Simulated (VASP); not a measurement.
Set up this calculation in VASP 6.6.1, as the native input.

```
Task                   : single point
Functional             : PBEsol
Potentials or basis    : VASP PAW PBE potentials, release 64 (Zn, S)
Cutoff                 : 520 eV
k mesh                 : 9 × 9 × 6
Occupations            : gaussian, width 0.01 eV
Spin                   : no spin polarisation
Dipole correction      : no
Further INCAR settings : ALGO = Normal; EDIFF = 1e-07; NBANDS = 26
```

The structure of ZnS (x) lies in POSCAR:

```
ZnS
1.0
    3.8230000000      0.0000000000      0.0000000000
   -1.9115000000      3.3108151187      0.0000000000
    0.0000000000      0.0000000000      6.2610000000
Zn S
2 2
Direct
    0.3333333333      0.6666666667     -0.0374481259
    0.6666666667      0.3333333333      0.4625518741
    0.3333333333      0.6666666667      0.4124481259
    0.6666666667      0.3333333333      0.9124481259
```

The input as run:

INCAR

```
  PREC = Accurate
  ENCUT = 520
  EDIFF = 1E-7
  ISMEAR = 0
  SIGMA = 0.01
  LREAL = F
  LASPH = T
  NELM = 60
  ALGO = Normal
  ISIF = 2
  LWAVE = F
  LCHARG = F
  GGA = PS
  NBANDS = 26
```

KPOINTS

```
regular mesh
0
Gamma
  9 9 6
```

Potentials or basis: VASP PAW PBE potentials, release 64 (Zn, S).

Launch:

```bash
$ cat potpaw_PBE.64/Zn/POTCAR potpaw_PBE.64/S/POTCAR > POTCAR
$ mpirun -np 1 vasp_std > vasp.out
```

Results of the run:

The pressure is 1.8 GPa and the largest force is 0.670 eV/Å. The band gap on the k mesh is 2.30 eV, direct.

Caveat: the PAW data sets were made with another functional, which shifts forces and pressure a little.

Wall time 40 s on 1 thread of Intel(R) Xeon(R) 6975P-C (Granite Rapids) (shared host), peak memory 0.22 GiB.
